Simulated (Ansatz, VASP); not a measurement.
# Cl: VASP beside Ansatz

```
CELL_PARAMETERS angstrom
3.26418 -2.07070 0.00000
3.26418 2.07070 0.00000
0.00000 0.00000 8.26300
ATOMIC_POSITIONS crystal
Cl 0.88046 0.11954 0.10591
Cl 0.61954 0.38046 0.60591
Cl 0.11954 0.88046 0.89409
Cl 0.38046 0.61954 0.39409
```

Alike in both runs: functional r2SCAN; k mesh 6 × 6 × 4; occupations gaussian, width 0.02 eV; no spin polarisation.

Ansatz relaxed the structure, and its values are those at the end. VASP's run is a single point on that final structure, the one shown.

```csv
,VASP,Ansatz
version,VASP 6.6.1,Ansatz 0.2.0
potentials or method,"VASP PAW PBE potentials, release 64 (Cl), cutoff 520 eV","scalar-relativistic, plane waves, PAW"
valence electrons in the cell,28,28
```

VASP gave:

```
gap on the k mesh at the Fermi level (eV) : 2.68
least direct gap on the mesh (eV)         : 2.68
pressure (GPa)                            : -0.4
rms of the force components (eV/Å)        : 0.110
```

**Question.** Which values does Ansatz return?

**Answer.** gap on the k mesh at the Fermi level (eV): 2.65; least direct gap on the mesh (eV): 2.65; pressure (GPa): 0.0; rms of the force components (eV/Å): 0.000.

VASP's potentials were made for PBE, not for r2SCAN.
